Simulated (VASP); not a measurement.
# TaN in VASP: single point with PBE

Aim: the single point of TaN with PBE.

All numbers are computed with VASP 6.6.1; they aren't measurements. Logs are shortened: lines on timing, memory, paths and dates and some standing lists are left out, and cuts for length are marked.

## (1) The cell of the first run

The cell holds a slab with vacuum, 24 atoms: a = 6.247 Å, b = 6.247 Å, c = 23.009 Å, α = 90.00°, β = 90.00°, γ = 90.00°.

## (2) Single point, PBE

INCAR reads:

```
SYSTEM = TaN
PREC = Accurate
ENCUT = 520
EDIFF = 1E-6
ISMEAR = 0
SIGMA = 0.1
LREAL = Auto
LASPH = .TRUE.
NELM = 100
ALGO = Normal
ISIF = 2
LWAVE = .FALSE.
LCHARG = .FALSE.
LDIPOL = .TRUE.
IDIPOL = 3
DIPOL = 0.5 0.5 0.443
GGA = PE
NBANDS = 114
```

KPOINTS reads:

```
regular mesh
0
G
  3 3 1
  0 0 0
```

POSCAR reads:

```
TaN
1.0
    6.2469625124      0.0000000000      0.0000000000
    0.0000000000      6.2469625124      0.0000000000
    0.0000000000      0.0000000000     23.0086695543
Ta N
12 12
Direct
    0.5000000000      0.5000000000      0.3476950278
    0.5000000000      0.0000000000      0.3476950278
    0.0000000000      0.5000000000      0.3476950278
    0.0000000000      0.0000000000      0.3476950278
    0.7232786631      0.7518580589      0.4416558582
    0.7712029496      0.2518759916      0.4439225386
    0.2823516744      0.7429168730      0.4410202820
    0.2260802525      0.2591243231      0.4409281501
   -0.0175201229      0.0123039602      0.5291964796
   -0.0052408629      0.4944949769      0.5305232741
    0.5070997986     -0.0055943412      0.5301941406
    0.4983973956      0.5075023390      0.5635814971
    0.2500000000      0.2500000000      0.3476950278
    0.2500000000      0.7500000000      0.3476950278
    0.7500000000      0.2500000000      0.3476950278
    0.7500000000      0.7500000000      0.3476950278
    0.5066356840      0.4742191633      0.4430510945
    0.4900735923      0.0305030868      0.4393809697
   -0.0066888422      0.5346748988      0.4396232120
    0.0111261473     -0.0278700245      0.4396030590
    0.7586580016      0.7525968612      0.5419400922
    0.7389896141      0.2572019517      0.5464031664
    0.2515195676      0.7472620170      0.5377110372
    0.2424650457      0.2456341818      0.5394146797
```

Potentials or basis: VASP PAW PBE potentials, release 64 (Ta_pv, N).

The run is started by

```console
$ cat potpaw_PBE.64/Ta_pv/POTCAR potpaw_PBE.64/N/POTCAR > POTCAR
$ mpirun -np 1 vasp_std > vasp.out
```

OUTCAR:

```text
SYSTEM = TaN
   PREC = Accurate
   ENCUT = 520
   EDIFF = 1E-6
   ISMEAR = 0
   LREAL = Auto
   LASPH = .TRUE.
   NELM = 100
   ISIF = 2
   GGA = PE

 ion  position               nearest neighbor table
   1  0.500  0.500  0.348-  17 2.20  14 2.21  15 2.21  16 2.21  13 2.21   7 2.96   5 3.02   3 3.12
                             2 3.12   2 3.12   3 3.12   8 3.13   6 3.19
   2  0.500  0.000  0.348-  18 2.12  14 2.21  15 2.21  16 2.21  13 2.21   5 3.00   7 3.01   4 3.12
                             1 3.12   1 3.12   4 3.12   8 3.19   6 3.20
   3  0.000  0.500  0.348-  19 2.13  14 2.21  15 2.21  16 2.21  13 2.21   8 2.98   6 3.06   4 3.12
                             1 3.12   4 3.12   1 3.12   7 3.17   5 3.18
   4  0.000  0.000  0.348-  20 2.12  14 2.21  15 2.21  16 2.21  13 2.21   8 3.04   6 3.07   3 3.12
                             2 3.12   3 3.12   2 3.12   5 3.17   7 3.21
   5  0.723  0.752  0.442-  19 2.17  16 2.17  17 2.20  20 2.26  18 2.27  21 2.32   7 2.76  11 2.88
                             2 3.00   1 3.02   9 3.05  10 3.11   6 3.14   6 3.14   4 3.17   3 3.18
   6  0.771  0.252  0.444-  17 2.16  15 2.22  18 2.24  19 2.25  20 2.30  22 2.37   9 2.80   8 2.84
                            10 2.87  11 3.04   3 3.06   4 3.07   5 3.14   5 3.14   1 3.19   2 3.20
   7  0.282  0.743  0.441-  14 2.16  17 2.19  18 2.22  20 2.22  19 2.23  23 2.23   5 2.76  11 2.94
                             1 2.96   2 3.01   8 3.04  10 3.14   3 3.17   4 3.21   9 3.23   8 3.24
   8  0.226  0.259  0.441-  13 2.15  18 2.18  17 2.21  20 2.24  19 2.25  24 2.27   6 2.84  10 2.92
                             9 2.97   3 2.98   4 3.04   7 3.04   1 3.13  11 3.17   2 3.19   7 3.24
   9  0.982  0.012  0.529-  20 2.08  21 2.16  22 2.19  24 2.19  23 2.37   6 2.80   8 2.97  11 2.97
                            10 3.01   5 3.05   7 3.23  10 3.24  11 3.28
  10  0.995  0.494  0.531-  19 2.11  21 2.20  24 2.20  22 2.21  23 2.26   6 2.87   8 2.92   9 3.01
                             5 3.11   7 3.14  12 3.19   9 3.24  12 3.24
  11  0.507  0.994  0.530-  18 2.10  21 2.20  22 2.22  23 2.23  24 2.29   5 2.88   7 2.94   9 2.97
                             6 3.04  12 3.14   8 3.17   9 3.28  12 3.30
  12  0.498  0.508  0.564-  22 2.20  23 2.23  21 2.29  24 2.35  11 3.14  10 3.19  10 3.24  11 3.30
                             7 3.45   5 3.49
  13  0.250  0.250  0.348-   8 2.15   2 2.21   3 2.21   4 2.21   1 2.21
  14  0.250  0.750  0.348-   7 2.16   2 2.21   3 2.21   4 2.21   1 2.21
  15  0.750  0.250  0.348-   1 2.21   2 2.21   3 2.21   4 2.21   6 2.22
  16  0.750  0.750  0.348-   5 2.17   2 2.21   3 2.21   4 2.21   1 2.21
  17  0.507  0.474  0.443-   6 2.16   7 2.19   5 2.20   1 2.20   8 2.21
  18  0.490  0.031  0.439-  11 2.10   2 2.12   8 2.18   7 2.22   6 2.24   5 2.27
  19  0.993  0.535  0.440-  10 2.11   3 2.13   5 2.17   7 2.23   6 2.25   8 2.25
  20  0.011  0.972  0.440-   9 2.08   4 2.12   7 2.22   8 2.24   5 2.26   6 2.30
  21  0.759  0.753  0.542-   9 2.16  11 2.20  10 2.20  12 2.29   5 2.32
  22  0.739  0.257  0.546-   9 2.19  12 2.20  10 2.21  11 2.22   6 2.37
  23  0.252  0.747  0.538-  11 2.23  12 2.23   7 2.23  10 2.26   9 2.37
  24  0.242  0.246  0.539-   9 2.19  10 2.20   8 2.27  11 2.29  12 2.35

  LATTYP: Found a simple tetragonal cell.
 ALAT       =     6.2469625124
 C/A-ratio  =     3.6831771455

  Lattice vectors:

 A1 = (   6.2469625124,   0.0000000000,   0.0000000000)
 A2 = (   0.0000000000,   6.2469625124,   0.0000000000)
 A3 = (   0.0000000000,   0.0000000000,  23.0086695543)

Analysis of symmetry for initial positions (statically):
=====================================================================
 Subroutine PRICEL returns:
 Original cell was already a primitive cell.

 Routine SETGRP: Setting up the symmetry group for a
 simple tetragonal supercell.

 Subroutine GETGRP returns: Found  1 space group operations
 (whereof  1 operations were pure point group operations)
 out of a pool of 16 trial point group operations.

The static configuration has the point symmetry C_1 .

Analysis of symmetry for dynamics (positions and initial velocities):
=====================================================================
 Subroutine PRICEL returns:
 Original cell was already a primitive cell.

 Routine SETGRP: Setting up the symmetry group for a
 simple tetragonal supercell.

 Subroutine GETGRP returns: Found  1 space group operations
 (whereof  1 operations were pure point group operations)
 out of a pool of 16 trial point group operations.

The dynamic configuration has the point symmetry C_1 .

 Subroutine INISYM returns: Found  1 space group operations
 (whereof  1 operations are pure point group operations),
 and found     1 'primitive' translations

----------------------------------------------------------------------------------------

                                     Primitive cell

  volume of cell :     897.9028

  direct lattice vectors                    reciprocal lattice vectors
     6.246962512  0.000000000  0.000000000     0.160077797  0.000000000  0.000000000
     0.000000000  6.246962512  0.000000000     0.000000000  0.160077797  0.000000000
     0.000000000  0.000000000 23.008669554     0.000000000  0.000000000  0.043461878

  length of vectors
     6.246962512  6.246962512 23.008669554     0.160077797  0.160077797  0.043461878

  position of ions in fractional coordinates (direct lattice)
     0.500000000  0.500000000  0.347695028
     0.500000000  0.000000000  0.347695028
     0.000000000  0.500000000  0.347695028
     0.000000000  0.000000000  0.347695028
     0.723278663  0.751858059  0.441655858
     0.771202950  0.251875992  0.443922539
[... 16 lines left out ...]
     0.251519568  0.747262017  0.537711037
     0.242465046  0.245634182  0.539414680

  ion indices of the primitive-cell ions
   primitive index   ion index
                 1           1
                 2           2
                 3           3
                 4           4
                 5           5
                 6           6
[... 16 lines left out ...]
                23          23
                24          24

----------------------------------------------------------------------------------------

 KPOINTS: regular mesh

Automatic generation of k-mesh.
 Grid dimensions read from file:
 generate k-points for:    3    3    1

 Generating k-lattice:

  Cartesian coordinates                     Fractional coordinates (reciprocal lattice)
     0.053359266  0.000000000  0.000000000     0.333333333  0.000000000  0.000000000
     0.000000000  0.053359266  0.000000000     0.000000000  0.333333333  0.000000000
     0.000000000  0.000000000  0.043461878     0.000000000  0.000000000  1.000000000

  Length of vectors
     0.053359266  0.053359266  0.043461878

  Shift w.r.t. Gamma in fractional coordinates (k-lattice)
     0.000000000  0.000000000  0.000000000

 Subroutine IBZKPT returns following result:
 ===========================================

 Found      5 irreducible k-points:

 Following reciprocal coordinates:
            Coordinates               Weight
  0.000000  0.000000  0.000000      1.000000
  0.333333  0.000000  0.000000      2.000000
  0.000000  0.333333  0.000000      2.000000
  0.333333  0.333333  0.000000      2.000000
 -0.333333  0.333333  0.000000      2.000000
   k-points           NKPTS =      5   k-points in BZ     NKDIM =      5   number of bands    NBANDS=    114
   number of dos      NEDOS =    301   number of ions     NIONS =     24
   total plane-waves  NPLWV = 414720
   dimension x,y,z NGX =    48 NGY =   48 NGZ =  180
   dimension x,y,z NGXF=    96 NGYF=   96 NGZF=  360
   ions per type =              12  12
   NGX,Y,Z   is equivalent  to a cutoff of  12.77, 12.77, 13.01 a.u.
   NGXF,Y,Z  is equivalent  to a cutoff of  25.55, 25.55, 26.01 a.u.
 SYSTEM =  TaN
   PREC   = accura    normal or accurate (medium, high low for compatibility)
   ISTART =      0    job   : 0-new  1-cont  2-samecut
   ICHARG =      2    charge: 1-file 2-atom 10-const
   ISPIN  =      1    spin polarized calculation?
   LNONCOLLINEAR =      F non collinear calculations
   LSORBIT =      F    spin-orbit coupling
   LASPH  =      T    aspherical Exc in radial PAW
   ENCUT  =  520.0 eV  38.22 Ry    6.18 a.u.  11.62 11.62 42.78*2*pi/ulx,y,z
   NELM   =    100;   NELMIN=  2; NELMDL= -5     # of ELM steps
   EDIFF  = 0.1E-05   stopping-criterion for ELM
   LREAL  =      T    real-space projection
   EDIFFG = 0.1E-04   stopping-criterion for IOM
   NSW    =      0    number of steps for IOM
   IBRION =     -1    ionic relax: 0-MD 1-quasi-New 2-CG
   NFREE  =      0    steps in history (QN), initial steepest desc. (CG)
   ISIF   =      2    stress and relaxation
   ISYM   =      2    0-nonsym 1-usesym 2-fastsym
   POTIM  = 0.5000    time-step for ionic-motion
   TEBEG  =    0.0;   TEEND  =   0.0 temperature during run
   PSTRESS=    0.0 pullay stress
   NELECT =     192.0000    total number of electrons
   NUPDOWN=      -1.0000    fix difference up-down
   EMIN   =  10.00;   EMAX   =-10.00  energy-range for DOS
   EFERMI =   0.00;   METHOD = LEGACY
   ISMEAR =     0;   SIGMA  =   0.10  broadening in eV -4-tet -1-fermi 0-gaus
   EFERMI_NEDOS =   21; number of points for ismear=-14 and -15
   IALGO  =     38    algorithm
   IMIX   =      4    mixing-type and parameters
     AMIX     =   0.40;   BMIX     =  1.00
     AMIX_MAG =   1.60;   BMIX_MAG =  1.00
  volume/ion in A,a.u.               =      37.41       252.47
  Fermi-wavevector in a.u.,A,eV,Ry     =   0.978961  1.849968 13.039347  0.958365
  Thomas-Fermi vector in A             =   2.109777
   LORBIT       =      0    0 simple, 1 ext, 2 COOP (PROOUT), +10 PAW based schemes
   GGA     = PE    functional components
   LHFCALC =     F    Hartree Fock is set to
   AEXX    =    0.0000 exact exchange contribution
   IVDW    =     0    specifies the selected vdW correction
   LEPSILON=     F    determine dielectric tensor
   LRPA    =     F    only Hartree local field effects (RPA)
 non-spin polarized calculation
 Gauss-broadening in eV      SIGMA  =   0.10
  energy-cutoff  :      520.00
  volume of cell :      897.90
 maximum number of plane-waves:     24183
 NGX is ok and might be reduce to    48
   NGX = 23   NGY = 23   NGZ = 85

 dipolmoment           0.000000      0.000000     -0.017317 electrons x Angstroem

 number of electron     192.0000006 magnetization

 dipolmoment           0.000000      0.000000      0.105848 electrons x Angstroem

 Free energy of the ion-electron system (eV)
  ---------------------------------------------------
  ext. energy  EPLUGINS =         0.00000000
  ---------------------------------------------------
  free energy    TOTEN  =      -253.78833929 eV

  energy without entropy =     -253.71038222  energy(sigma->0) =     -253.74936075

 E-fermi :   0.0973     XC(G=0):  -4.8323

 val. band max:        0.0580426744   @ k =   0.3333   0.0000   0.0000
 cond. band min:       0.1271313784   @ k =  -0.3333   0.3333   0.0000
 fundamental gap:      0.0690887040
 Fermi energy:         0.0973037190

 k-point     1 :       0.0000    0.0000    0.0000
  band No.  band energies     occupation
      1     -36.2853      2.00000
      2     -36.2747      2.00000
      3     -36.2617      2.00000
      4     -36.2145      2.00000
      5     -36.1774      2.00000
      6     -36.1682      2.00000
[... 100 lines left out ...]
    107       1.4685      0.00000
    108       1.4892      0.00000
[... 442 lines left out ...]
    107       1.2681      0.00000
    108       1.3829      0.00000
 [bands above 108 left out]

------------------------ aborting loop because EDIFF is reached ----------------------------------------

 vacuum level on the upper side and lower side of the slab       (xc-potential included)         0.137        -0.350

  FORCE on cell =-STRESS in cart. coord.  units (eV):
  Direction    XX          YY          ZZ          XY          YZ          ZX
  --------------------------------------------------------------------------------------
  -------------------------------------------------------------------------------------
  Total      -31.9244242    -27.5218032      1.4181487     -3.0016371      0.3381010      0.2881738
  in kB      -56.9645077    -49.1086687      2.5304808     -5.3559863      0.6032922      0.5142044
  external PRESSURE =     -34.5142319 kB  Pullay stress =       0.0000000 kB

 VOLUME and BASIS-vectors are now :
 -----------------------------------------------------------------------------
  energy-cutoff  :      520.00
  volume of cell :      897.90
      direct lattice vectors                 reciprocal lattice vectors
     6.246962512  0.000000000  0.000000000     0.160077797  0.000000000  0.000000000
     0.000000000  6.246962512  0.000000000     0.000000000  0.160077797  0.000000000
     0.000000000  0.000000000 23.008669554     0.000000000  0.000000000  0.043461878

 POSITION                                       TOTAL-FORCE (eV/Angst)
 -----------------------------------------------------------------------------------
      3.12348      3.12348      8.00000        -0.195822      0.200918      0.947849
      3.12348      0.00000      8.00000        -0.182478     -0.237299      1.795420
      0.00000      3.12348      8.00000         0.302546     -0.423793      1.809358
      0.00000      0.00000      8.00000        -0.032810      0.362216      2.421935
      4.51829      4.69683     10.16191        -0.043405     -0.100436      0.346371
      4.81768      1.57346     10.21407        -0.225168      0.167642     -0.017858
[... 16 lines left out ...]
      1.57123      4.66812     12.37202         0.230264     -0.302702      0.611198
      1.51467      1.53447     12.41121         0.526172      0.588245      0.821826
 -----------------------------------------------------------------------------------
    total drift:                                0.001779      0.002457      0.010986

  FREE ENERGIE OF THE ION-ELECTRON SYSTEM (eV)
  ---------------------------------------------------
  free  energy   TOTEN  =      -253.7883392863 eV

  energy  without entropy=     -253.7103822177  energy(sigma->0) =     -253.74936075

 vacuum level on the upper side and lower side of the slab         3.900         3.407
```

Wall time 30 min (1 thread of Intel Xeon Platinum 8175M at 2.50GHz (Skylake/Cascade Lake), shared host); peak memory 0.96 GiB.

What came out:

```
Free energy            : -253.7883 eV
Largest force          : 2.930 eV/Å
Band gap on the k mesh : zero (bands 96 and 97 overlap by 0.22 eV)
```

Forces in eV/Å, atoms in the order of the input:
```
Ta  -0.196  0.201  0.948
Ta  -0.182 -0.237  1.795
Ta   0.303 -0.424  1.809
Ta  -0.033  0.362  2.422
Ta  -0.043 -0.100  0.346
Ta  -0.225  0.168 -0.018
Ta   0.028  0.041 -0.064
Ta   0.080 -0.018  0.133
Ta   0.056 -0.010 -0.133
Ta  -0.150 -0.079  0.530
Ta   0.005 -0.072  0.590
Ta   0.414  0.135 -2.897
N    0.263  0.096 -2.093
N   -0.174 -0.037 -2.090
N    0.112 -0.056 -1.422
N   -0.131  0.040 -1.740
N   -0.101 -0.006 -0.344
N    0.105  0.041 -0.283
N    0.171  0.034 -0.176
N   -0.014 -0.135 -0.331
N   -0.680 -0.469  0.961
N   -0.362  0.242  0.624
N    0.230 -0.303  0.611
N    0.526  0.588  0.822
```

Caveat: spin-orbit coupling is left out, which moves the levels of the heavy elements.

The gap in the log of VASP goes by the Fermi energy; the results here count the filled bands.